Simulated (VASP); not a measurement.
# TaN (r.f) (Fm-3m) in VASP: single point with r2SCAN+rVV10

Aim: the single point of TaN (r.f) with r2SCAN+rVV10.

All numbers are computed with VASP 6.6.1; they aren't measurements. Logs are shortened: lines on timing, memory, paths and dates and some standing lists are left out, and cuts for length are marked.

## Step 1: The cell of the first run

The structure is cubic, space group Fm-3m (No. 225). The conventional cell has a = 4.387 Å, b = 4.387 Å, c = 4.387 Å, α = 90.00°, β = 90.00°, γ = 90.00°. Ta (site symmetry m-3m) has 6 N at 2.19 Å within 2.9 Å. N (site symmetry m-3m) has 6 Ta at 2.19 Å within 2.9 Å.

## Step 2: Single point, r2SCAN+rVV10

Input file POSCAR:

```
TaN
1.0
    0.0000000000      2.1934857713      2.1934857713
    2.1934857713      0.0000000000      2.1934857713
    2.1934857713      2.1934857713      0.0000000000
Ta N
1 1
Direct
    0.0000000000      0.0000000000      0.0000000000
    0.5000000000      0.5000000000      0.5000000000
```

Input file INCAR.step1:

```
PREC = Accurate ; ENCUT = 660
ISMEAR = 0 ; SIGMA = 0.1
LREAL = F ; LASPH = T
NELM = 120 ; NBANDS = 15
GGA = PE ; ALGO = Normal
EDIFF = 1E-5 ; LWAVE = T
LCHARG = F ; GGA_COMPAT = F
```

Input file INCAR.step2:

```
PREC = Accurate ; ENCUT = 660
EDIFF = 1E-6 ; ISMEAR = 0
SIGMA = 0.1 ; LREAL = F
LASPH = T ; NELM = 120
ALGO = Normal ; ISIF = 2
LWAVE = F ; LCHARG = F
METAGGA = R2SCAN ; LMIXTAU = T
LUSE_VDW = T ; IVDW_NL = 2
BPARAM = 11.95 ; CPARAM = 0.0093
NBANDS = 15 ; ISTART = 1
GGA_COMPAT = F
```

Input file KPOINTS:

```
regular mesh
0
Gamma
  16 16 16
```

Potentials or basis: VASP PAW PBE potentials, release 64 (Ta_pv, N).

Started as:

```bash
$ cat potpaw_PBE.64/Ta_pv/POTCAR potpaw_PBE.64/N/POTCAR > POTCAR
$ cp INCAR.step1 INCAR
$ mpirun -np 1 vasp_std > vasp.out
$ cp INCAR.step2 INCAR
$ mpirun -np 1 vasp_std > vasp.out
```

OUTCAR:

```text
PREC = Accurate
   ENCUT = 660
   EDIFF = 1E-6
   ISMEAR = 0
   LREAL = F
   LASPH = T
   NELM = 120
   ISIF = 2
   METAGGA = R2SCAN
   IVDW_NL = 2
   BPARAM = 11.95
   ISTART = 1

 ion  position               nearest neighbor table
   1  0.000  0.000  0.000-   2 2.19   2 2.19   2 2.19   2 2.19   2 2.19   2 2.19
   2  0.500  0.500  0.500-   1 2.19   1 2.19   1 2.19   1 2.19   1 2.19   1 2.19

  LATTYP: Found a face centered cubic cell.
 ALAT       =     4.3869715426

  Lattice vectors:

 A1 = (   0.0000000000,   2.1934857713,   2.1934857713)
 A2 = (   2.1934857713,   0.0000000000,   2.1934857713)
 A3 = (   2.1934857713,   2.1934857713,   0.0000000000)

Analysis of symmetry for initial positions (statically):
=====================================================================
 Subroutine PRICEL returns:
 Original cell was already a primitive cell.

 Routine SETGRP: Setting up the symmetry group for a
 face centered cubic supercell.

 Subroutine GETGRP returns: Found 48 space group operations
 (whereof 48 operations were pure point group operations)
 out of a pool of 48 trial point group operations.

The static configuration has the point symmetry O_h .

Analysis of symmetry for dynamics (positions and initial velocities):
=====================================================================
 Subroutine PRICEL returns:
 Original cell was already a primitive cell.

 Routine SETGRP: Setting up the symmetry group for a
 face centered cubic supercell.

 Subroutine GETGRP returns: Found 48 space group operations
 (whereof 48 operations were pure point group operations)
 out of a pool of 48 trial point group operations.

The dynamic configuration has the point symmetry O_h .

 Subroutine INISYM returns: Found 48 space group operations
 (whereof 48 operations are pure point group operations),
 and found     1 'primitive' translations

----------------------------------------------------------------------------------------

                                     Primitive cell

  volume of cell :      21.1074

  direct lattice vectors                    reciprocal lattice vectors
     0.000000000  2.193485771  2.193485771    -0.227947683  0.227947683  0.227947683
     2.193485771  0.000000000  2.193485771     0.227947683 -0.227947683  0.227947683
     2.193485771  2.193485771  0.000000000     0.227947683  0.227947683 -0.227947683

  length of vectors
     3.102057327  3.102057327  3.102057327     0.394816969  0.394816969  0.394816969

  position of ions in fractional coordinates (direct lattice)
     0.000000000  0.000000000  0.000000000
     0.500000000  0.500000000  0.500000000

  ion indices of the primitive-cell ions
   primitive index   ion index
                 1           1
                 2           2

----------------------------------------------------------------------------------------

 KPOINTS: regular mesh

Automatic generation of k-mesh.
 Grid dimensions read from file:
 generate k-points for:   16   16   16

 Generating k-lattice:

  Cartesian coordinates                     Fractional coordinates (reciprocal lattice)
    -0.014246730  0.014246730  0.014246730     0.062500000  0.000000000  0.000000000
     0.014246730 -0.014246730  0.014246730     0.000000000  0.062500000  0.000000000
     0.014246730  0.014246730 -0.014246730     0.000000000  0.000000000  0.062500000

  Length of vectors
     0.024676061  0.024676061  0.024676061

  Shift w.r.t. Gamma in fractional coordinates (k-lattice)
     0.000000000  0.000000000  0.000000000

 Subroutine IBZKPT returns following result:
 ===========================================

 Found    145 irreducible k-points:

 Following reciprocal coordinates:
            Coordinates               Weight
  0.000000  0.000000  0.000000      1.000000
  0.062500  0.000000  0.000000      8.000000
  0.125000  0.000000  0.000000      8.000000
  0.187500  0.000000  0.000000      8.000000
  0.250000  0.000000  0.000000      8.000000
  0.312500  0.000000  0.000000      8.000000
[... 16 lines left out ...]
 -0.125000  0.062500  0.000000     24.000000
 -0.062500  0.062500  0.000000     12.000000
 [... further k-points ...]
   k-points           NKPTS =    145   k-points in BZ     NKDIM =    145   number of bands    NBANDS=     15
   number of dos      NEDOS =    301   number of ions     NIONS =      2
   total plane-waves  NPLWV =  21952
   dimension x,y,z NGX =    28 NGY =   28 NGZ =   28
   dimension x,y,z NGXF=    56 NGYF=   56 NGZF=   56
   ions per type =               1   1
   NGX,Y,Z   is equivalent  to a cutoff of  15.01, 15.01, 15.01 a.u.
   NGXF,Y,Z  is equivalent  to a cutoff of  30.01, 30.01, 30.01 a.u.
 SYSTEM =  unknown system
   PREC   = accura    normal or accurate (medium, high low for compatibility)
   ISTART =      1    job   : 0-new  1-cont  2-samecut
   ICHARG =      0    charge: 1-file 2-atom 10-const
   ISPIN  =      1    spin polarized calculation?
   LNONCOLLINEAR =      F non collinear calculations
   LSORBIT =      F    spin-orbit coupling
   LASPH  =      T    aspherical Exc in radial PAW
   ENCUT  =  660.0 eV  48.51 Ry    6.96 a.u.   6.50  6.50  6.50*2*pi/ulx,y,z
   NELM   =    120;   NELMIN=  2; NELMDL=  0     # of ELM steps
   EDIFF  = 0.1E-05   stopping-criterion for ELM
   LREAL  =      F    real-space projection
   EDIFFG = 0.1E-04   stopping-criterion for IOM
   NSW    =      0    number of steps for IOM
   IBRION =     -1    ionic relax: 0-MD 1-quasi-New 2-CG
   NFREE  =      0    steps in history (QN), initial steepest desc. (CG)
   ISIF   =      2    stress and relaxation
   ISYM   =      2    0-nonsym 1-usesym 2-fastsym
   POTIM  = 0.5000    time-step for ionic-motion
   TEBEG  =    0.0;   TEEND  =   0.0 temperature during run
   PSTRESS=    0.0 pullay stress
   NELECT =      16.0000    total number of electrons
   NUPDOWN=      -1.0000    fix difference up-down
   EMIN   =  10.00;   EMAX   =-10.00  energy-range for DOS
   EFERMI =   0.00;   METHOD = LEGACY
   ISMEAR =     0;   SIGMA  =   0.10  broadening in eV -4-tet -1-fermi 0-gaus
   EFERMI_NEDOS =   21; number of points for ismear=-14 and -15
   IALGO  =     38    algorithm
   IMIX   =      4    mixing-type and parameters
     AMIX     =   0.40;   BMIX     =  1.00
     AMIX_MAG =   1.60;   BMIX_MAG =  1.00
  volume/ion in A,a.u.               =      10.55        71.22
  Fermi-wavevector in a.u.,A,eV,Ry     =   1.492691  2.820778 30.315513  2.228127
  Thomas-Fermi vector in A             =   2.605187
   LORBIT       =      0    0 simple, 1 ext, 2 COOP (PROOUT), +10 PAW based schemes
   METAGGA = R2SCAN    functional components
   LHFCALC =     F    Hartree Fock is set to
   AEXX    =    0.0000 exact exchange contribution
   IVDW_NL    =     2    kernel type
   BPARAM     =11.9500
   IVDW    =     0    specifies the selected vdW correction
   LEPSILON=     F    determine dielectric tensor
   LRPA    =     F    only Hartree local field effects (RPA)
 non-spin polarized calculation
 Gauss-broadening in eV      SIGMA  =   0.10
  energy-cutoff  :      660.00
  volume of cell :       21.11
 maximum number of plane-waves:       869
 NGX is ok and might be reduce to    28
   NGX = 13   NGY = 13   NGZ = 13

 number of electron      16.0000000 magnetization

 Free energy of the ion-electron system (eV)
  ---------------------------------------------------
  ext. energy  EPLUGINS =         0.00000000
  ---------------------------------------------------
  free energy    TOTEN  =       -59.39989796 eV

  energy without entropy =      -59.39443765  energy(sigma->0) =      -59.39716780

 E-fermi :   9.6822     XC(G=0): -14.5273

 val. band max:        9.6686966788   @ k =  -0.3125   0.3750   0.1875
 cond. band min:       9.6823694204   @ k =  -0.3125   0.3125   0.1250
 fundamental gap:      0.0136727416
 Fermi energy:         9.6822041016

 k-point     1 :       0.0000    0.0000    0.0000
  band No.  band energies     occupation
      1     -27.4243      2.00000
      2     -27.4243      2.00000
      3     -27.4243      2.00000
      4     -10.3955      2.00000
      5       5.5205      2.00000
      6       5.5205      2.00000
      7       5.5205      2.00000
      8       7.4962      2.00000
      9       7.4962      2.00000
     10       7.4962      2.00000
     11       9.8234      0.04584
     12       9.8234      0.04583
     13      11.5151      0.00000
     14      19.2806      0.00000
     15      19.6459      0.00000

 k-point     2 :       0.0625    0.0000    0.0000
  band No.  band energies     occupation
      1     -27.4619      2.00000
      2     -27.4276      2.00000
      3     -27.4276      2.00000
      4     -10.2976      2.00000
      5       5.0085      2.00000
      6       5.1798      2.00000
      7       5.1798      2.00000
      8       7.6573      2.00000
      9       7.6573      2.00000
     10       7.7214      2.00000
     11      10.2219      0.00000
     12      10.2219      0.00000
     13      11.8143      0.00000
     14      19.2807      0.00000
     15      19.9491      0.00000

 k-point     3 :       0.1250    0.0000    0.0000
  band No.  band energies     occupation
      1     -27.5673      2.00000
      2     -27.4368      2.00000
      3     -27.4368      2.00000
      4     -10.0150      2.00000
      5       3.9431      2.00000
      6       4.4590      2.00000
      7       4.4590      2.00000
      8       8.0398      2.00000
      9       8.0398      2.00000
     10       8.0752      2.00000
     11      11.2042      0.00000
     12      11.2042      0.00000
     13      12.5832      0.00000
     14      19.2808      0.00000
     15      20.7850      0.00000
[... 343 lines left out ...]
 k-point    23 :      -0.1250    0.0625    0.0000
  band No.  band energies     occupation
      1     -27.6285      2.00000
      2     -27.4697      2.00000
      3     -27.4320      2.00000
      4      -9.8129      2.00000
      5       3.2649      2.00000
      6       3.8874      2.00000
      7       4.3857      2.00000
      8       7.9843      2.00000
      9       8.1930      2.00000
     10       8.8291      2.00000
     11      10.8850      0.00000
     12      12.3460      0.00000
     13      13.2669      0.00000
     14      19.2807      0.00000
     15      21.3701      0.00000

 k-point    24 :      -0.0625    0.0625    0.0000
  band No.  band energies     occupation
      1     -27.5137      2.00000
      2     -27.4475      2.00000
      3     -27.4262      2.00000
      4     -10.1402      2.00000
      5       4.2910      2.00000
      6       4.6207      2.00000
      7       4.9808      2.00000
      8       7.6775      2.00000
      9       7.8810      2.00000
     10       8.2228      2.00000
     11      10.2615      0.00000
     12      11.1349      0.00000
     13      12.3413      0.00000
     14      19.2808      0.00000
     15      20.4299      0.00000

 [... further k-points ...]
[... 5 lines left out ...]
  --------------------------------------------------------------------------------------
  -------------------------------------------------------------------------------------
  Total        0.3684683      0.3684683      0.3684683      0.0000000     -0.0000000      0.0000000
  in kB       27.9689571     27.9689571     27.9689571      0.0000000     -0.0000000      0.0000000
  external PRESSURE =      27.9689571 kB  Pullay stress =       0.0000000 kB

 VOLUME and BASIS-vectors are now :
 -----------------------------------------------------------------------------
  energy-cutoff  :      660.00
  volume of cell :       21.11
      direct lattice vectors                 reciprocal lattice vectors
     0.000000000  2.193485771  2.193485771    -0.227947683  0.227947683  0.227947683
     2.193485771  0.000000000  2.193485771     0.227947683 -0.227947683  0.227947683
     2.193485771  2.193485771  0.000000000     0.227947683  0.227947683 -0.227947683

 POSITION                                       TOTAL-FORCE (eV/Angst)
 -----------------------------------------------------------------------------------
      0.00000      0.00000      0.00000         0.000000      0.000000      0.000000
      2.19349      2.19349      2.19349        -0.000000     -0.000000     -0.000000
 -----------------------------------------------------------------------------------
    total drift:                                0.000000      0.000000      0.000000

  FREE ENERGIE OF THE ION-ELECTRON SYSTEM (eV)
  ---------------------------------------------------
  free  energy   TOTEN  =       -59.3998979573 eV

  energy  without entropy=      -59.3944376487  energy(sigma->0) =      -59.39716780
```

It took 5 min on 1 thread of AMD EPYC 7R43 (Zen 3), shared host; peak memory 0.29 GiB.

What came out:

```
Free energy            : -59.3999 eV
Pressure               : 2.8 GPa
Band gap on the k mesh : zero (band 8 reaches 11.64 eV, above the bottom of band 9 at 7.50 eV)
```

Caveat: the PAW data sets were made with another functional, which shifts forces and pressure a little; spin-orbit coupling is left out, which moves the levels of the heavy elements.
